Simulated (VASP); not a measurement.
# Ir (P6/mmm) in VASP: further runs, part 2 of 2

VASP 6.6.1. Earlier steps stand in the parts before.

### Step 5. Single point, revPBE

This run uses another cell than the first one, of 15.11 Å³/atom, 1.087 times its volume.

File INCAR:

```
SYSTEM = Ir
PREC = Accurate
ENCUT = 520
EDIFF = 1E-7
ISMEAR = -1
SIGMA = 0.1
LREAL = .False.
LASPH = .True.
NELM = 80
ALGO = Normal
ISIF = 2
LWAVE = .False.
LCHARG = .False.
GGA = RE
NBANDS = 20
```

File KPOINTS:

```
Automatic mesh
0
Gamma
  11 11 15
  0 0 0
```

File POSCAR:

```
Ir
1.0
    4.3919204406      0.0000000000      0.0000000000
   -2.1959602203      3.8035146730      0.0000000000
    0.0000000000      0.0000000000      2.7133114428
Ir
3
Direct
    0.0000000000      1.0000000000      0.0000000000
    0.3333333333      0.6666666667      0.5000000000
    0.6666666667      0.3333333333      0.5000000000
```

Potentials or basis: VASP PAW PBE potentials, release 64 (Ir).

The run is started by

```
$ cat potpaw_PBE.64/Ir/POTCAR > POTCAR
$ mpirun -np 1 vasp_std > vasp.out
```

OUTCAR:

```text
SYSTEM = Ir
   PREC = Accurate
   ENCUT = 520
   EDIFF = 1E-7
   ISMEAR = -1
   LREAL = .False.
   LASPH = .True.
   NELM = 80
   ISIF = 2
   GGA = RE

 ion  position               nearest neighbor table
   1  0.000  0.000  0.000-   2 2.88   3 2.88   2 2.88   3 2.88   3 2.88   3 2.88   2 2.88   2 2.88
                             3 2.88   3 2.88   2 2.88   2 2.88
   2  0.333  0.667  0.500-   3 2.54   3 2.54   3 2.54   1 2.88   1 2.88   1 2.88   1 2.88   1 2.88
                             1 2.88
   3  0.667  0.333  0.500-   2 2.54   2 2.54   2 2.54   1 2.88   1 2.88   1 2.88   1 2.88   1 2.88
                             1 2.88

  LATTYP: Found a hexagonal cell.
 ALAT       =     4.3919204406
 C/A-ratio  =     0.6177961280

  Lattice vectors:

 A1 = (   4.3919204406,   0.0000000000,   0.0000000000)
 A2 = (  -2.1959602203,   3.8035146730,   0.0000000000)
 A3 = (   0.0000000000,   0.0000000000,   2.7133114428)

Analysis of symmetry for initial positions (statically):
=====================================================================
 Subroutine PRICEL returns:
 Original cell was already a primitive cell.

 Routine SETGRP: Setting up the symmetry group for a
 hexagonal supercell.

 Subroutine GETGRP returns: Found 24 space group operations
 (whereof 24 operations were pure point group operations)
 out of a pool of 24 trial point group operations.

The static configuration has the point symmetry D_6h.

Analysis of symmetry for dynamics (positions and initial velocities):
=====================================================================
 Subroutine PRICEL returns:
 Original cell was already a primitive cell.

 Routine SETGRP: Setting up the symmetry group for a
 hexagonal supercell.

 Subroutine GETGRP returns: Found 24 space group operations
 (whereof 24 operations were pure point group operations)
 out of a pool of 24 trial point group operations.

The dynamic configuration has the point symmetry D_6h.

 Subroutine INISYM returns: Found 24 space group operations
 (whereof 24 operations are pure point group operations),
 and found     1 'primitive' translations

----------------------------------------------------------------------------------------

                                     Primitive cell

  volume of cell :      45.3251

  direct lattice vectors                    reciprocal lattice vectors
     4.391920441  0.000000000  0.000000000     0.227690828  0.131457361  0.000000000
    -2.195960220  3.803514673  0.000000000     0.000000000  0.262914721  0.000000000
     0.000000000  0.000000000  2.713311443     0.000000000  0.000000000  0.368553342

  length of vectors
     4.391920441  4.391920441  2.713311443     0.262914721  0.262914721  0.368553342

  position of ions in fractional coordinates (direct lattice)
     0.000000000  0.000000000  0.000000000
     0.333333333  0.666666667  0.500000000
     0.666666667  0.333333333  0.500000000

  ion indices of the primitive-cell ions
   primitive index   ion index
                 1           1
                 2           2
                 3           3

----------------------------------------------------------------------------------------

 KPOINTS: Automatic mesh

Automatic generation of k-mesh.
 Grid dimensions read from file:
 generate k-points for:   11   11   15

 Generating k-lattice:

  Cartesian coordinates                     Fractional coordinates (reciprocal lattice)
     0.020699166  0.011950669  0.000000000     0.090909091  0.000000000  0.000000000
     0.000000000  0.023901338  0.000000000     0.000000000  0.090909091  0.000000000
     0.000000000  0.000000000  0.024570223     0.000000000  0.000000000  0.066666667

  Length of vectors
     0.023901338  0.023901338  0.024570223

  Shift w.r.t. Gamma in fractional coordinates (k-lattice)
     0.000000000  0.000000000  0.000000000

 Subroutine IBZKPT returns following result:
 ===========================================

 Found    128 irreducible k-points:

 Following reciprocal coordinates:
            Coordinates               Weight
  0.000000  0.000000  0.000000      1.000000
  0.090909  0.000000  0.000000      6.000000
  0.181818  0.000000  0.000000      6.000000
  0.272727  0.000000  0.000000      6.000000
  0.363636  0.000000  0.000000      6.000000
  0.454545  0.000000  0.000000      6.000000
[... 16 lines left out ...]
  0.090909  0.090909  0.066667     12.000000
  0.181818  0.090909  0.066667     24.000000
 [... further k-points ...]
   k-points           NKPTS =    128   k-points in BZ     NKDIM =    128   number of bands    NBANDS=     20
   number of dos      NEDOS =    301   number of ions     NIONS =      3
   total plane-waves  NPLWV =  25920
   dimension x,y,z NGX =    36 NGY =   36 NGZ =   20
   dimension x,y,z NGXF=    72 NGYF=   72 NGZF=   40
   ions per type =               3
   NGX,Y,Z   is equivalent  to a cutoff of  13.63, 13.63, 12.25 a.u.
   NGXF,Y,Z  is equivalent  to a cutoff of  27.25, 27.25, 24.51 a.u.
 SYSTEM =  Ir
   PREC   = accura    normal or accurate (medium, high low for compatibility)
   ISTART =      0    job   : 0-new  1-cont  2-samecut
   ICHARG =      2    charge: 1-file 2-atom 10-const
   ISPIN  =      1    spin polarized calculation?
   LNONCOLLINEAR =      F non collinear calculations
   LSORBIT =      F    spin-orbit coupling
   LASPH  =      T    aspherical Exc in radial PAW
   ENCUT  =  520.0 eV  38.22 Ry    6.18 a.u.   8.17  8.17  5.04*2*pi/ulx,y,z
   NELM   =     80;   NELMIN=  2; NELMDL= -5     # of ELM steps
   EDIFF  = 0.1E-06   stopping-criterion for ELM
   LREAL  =      F    real-space projection
   EDIFFG = 0.1E-05   stopping-criterion for IOM
   NSW    =      0    number of steps for IOM
   IBRION =     -1    ionic relax: 0-MD 1-quasi-New 2-CG
   NFREE  =      0    steps in history (QN), initial steepest desc. (CG)
   ISIF   =      2    stress and relaxation
   ISYM   =      2    0-nonsym 1-usesym 2-fastsym
   POTIM  = 0.5000    time-step for ionic-motion
   TEBEG  =    0.0;   TEEND  =   0.0 temperature during run
   PSTRESS=    0.0 pullay stress
   NELECT =      27.0000    total number of electrons
   NUPDOWN=      -1.0000    fix difference up-down
   EMIN   =  10.00;   EMAX   =-10.00  energy-range for DOS
   EFERMI =   0.00;   METHOD = LEGACY
   ISMEAR =    -1;   SIGMA  =   0.10  broadening in eV -4-tet -1-fermi 0-gaus
   EFERMI_NEDOS =   21; number of points for ismear=-14 and -15
   IALGO  =     38    algorithm
   IMIX   =      4    mixing-type and parameters
     AMIX     =   0.40;   BMIX     =  1.00
     AMIX_MAG =   1.60;   BMIX_MAG =  1.00
  volume/ion in A,a.u.               =      15.11       101.96
  Fermi-wavevector in a.u.,A,eV,Ry     =   1.377473  2.603046 25.816119  1.897431
  Thomas-Fermi vector in A             =   2.502623
   LORBIT       =      0    0 simple, 1 ext, 2 COOP (PROOUT), +10 PAW based schemes
   GGA     = RE    functional components
   LHFCALC =     F    Hartree Fock is set to
   AEXX    =    0.0000 exact exchange contribution
   IVDW    =     0    specifies the selected vdW correction
   LEPSILON=     F    determine dielectric tensor
   LRPA    =     F    only Hartree local field effects (RPA)
 non-spin polarized calculation
  energy-cutoff  :      520.00
  volume of cell :       45.33
 maximum number of plane-waves:      1258
 NGX is ok and might be reduce to    36
   NGX = 17   NGY = 17   NGZ = 11

 number of electron      26.9999999 magnetization

 Free energy of the ion-electron system (eV)
  ---------------------------------------------------
  ext. energy  EPLUGINS =         0.00000000
  ---------------------------------------------------
  free energy    TOTEN  =       -24.06473328 eV

  energy without entropy =      -23.90624646  energy(sigma->0) =      -23.98548987

 E-fermi :   9.3553     XC(G=0): -13.5484

 val. band max:        9.3530429304   @ k =   0.3636   0.0000   0.2667
 cond. band min:       9.3555350276   @ k =   0.3636   0.0000   0.0667
 fundamental gap:      0.0024920972
 Fermi energy:         9.3552905906

 k-point     1 :       0.0000    0.0000    0.0000
  band No.  band energies     occupation
      1      -1.0468      2.00000
      2       2.6280      2.00000
      3       4.8067      2.00000
      4       5.0504      2.00000
      5       5.0504      2.00000
      6       5.0618      2.00000
[... 12 lines left out ...]
     19      17.5972      0.00000
     20      17.5975      0.00000
[... 507 lines left out ...]
 k-point    24 :       0.1818    0.0909    0.0667
  band No.  band energies     occupation
      1      -0.0963      2.00000
      2       2.8374      2.00000
      3       3.4427      2.00000
      4       3.7384      2.00000
      5       4.6722      2.00000
      6       5.3425      2.00000
[... 12 lines left out ...]
     19      16.6903      0.00000
     20      18.1203      0.00000

 [... further k-points ...]
[... 5 lines left out ...]
  --------------------------------------------------------------------------------------
  -------------------------------------------------------------------------------------
  Total        0.1389971      0.1389971     -0.0186776      0.0000000     -0.0000000     -0.0000000
  in kB        4.9133439      4.9133439     -0.6602242      0.0000000     -0.0000000     -0.0000000
  external PRESSURE =       3.0554879 kB  Pullay stress =       0.0000000 kB

 VOLUME and BASIS-vectors are now :
 -----------------------------------------------------------------------------
  energy-cutoff  :      520.00
  volume of cell :       45.33
      direct lattice vectors                 reciprocal lattice vectors
     4.391920441  0.000000000  0.000000000     0.227690828  0.131457361  0.000000000
    -2.195960220  3.803514673  0.000000000     0.000000000  0.262914721  0.000000000
     0.000000000  0.000000000  2.713311443     0.000000000  0.000000000  0.368553342

 POSITION                                       TOTAL-FORCE (eV/Angst)
 -----------------------------------------------------------------------------------
      0.00000      0.00000      0.00000        -0.000000      0.000000     -0.000000
     -0.00000      2.53568      1.35666         0.000000      0.000000      0.000000
      2.19596      1.26784      1.35666        -0.000000     -0.000000     -0.000000
 -----------------------------------------------------------------------------------
    total drift:                                0.000000      0.000000     -0.000000

  FREE ENERGIE OF THE ION-ELECTRON SYSTEM (eV)
  ---------------------------------------------------
  free  energy   TOTEN  =       -24.0647332812 eV

  energy  without entropy=      -23.9062464607  energy(sigma->0) =      -23.98548987
```

It took 1.9 min on 1 thread of AMD EPYC 9R45 (Zen 5), shared host; peak memory 0.2 GiB.

What came out:

| Property | Result |
| --- | --- |
| Free energy | -24.0647 eV |
| Pressure | 0.3 GPa |

Levels at points of the mesh, in eV from the Fermi level:
| k point | band 10 | band 11 | band 12 | band 13 | band 14 | band 15 | band 16 | band 17 | band 18 | band 19 |
| --- | --- | --- | --- | --- | --- | --- | --- | --- | --- | --- |
| (0.00, 0.00, 0.00) | -2.88 | -1.95 | -1.95 | -1.89 | -1.89 | 1.10 | 1.10 | 5.91 | 7.19 | 8.24 |

Caveat: the PAW data sets were made with another functional, which shifts forces and pressure a little; spin-orbit coupling is left out, which moves the levels of the heavy elements.

### Step 6. The runs side by side

| cell | gap on the mesh (eV) | pressure (GPa) |
| --- | --- | --- |
| a = 4.272, b = 4.272, c = 2.639 Å, angles 90.0, 90.0, 120.0°, 3 atoms | none | 32.6 |
| a = 4.333, b = 4.333, c = 2.677 Å, angles 90.0, 90.0, 120.0°, 3 atoms | none | 14.5 |
| a = 4.392, b = 4.392, c = 2.713 Å, angles 90.0, 90.0, 120.0°, 3 atoms | none | 0.3 |

Alike in all rows: task single point; level revPBE; potentials or basis VASP PAW PBE potentials, release 64 (Ir); no spin polarisation; k mesh 11 × 11 × 15; cutoff (eV) 520; smearing fermi-dirac 0.1 eV.

Caveats: the PAW data sets were made with another functional, which shifts forces and pressure a little; spin-orbit coupling is left out, which moves the levels of the heavy elements.

Absolute energies hang on the potentials; compare differences alone.
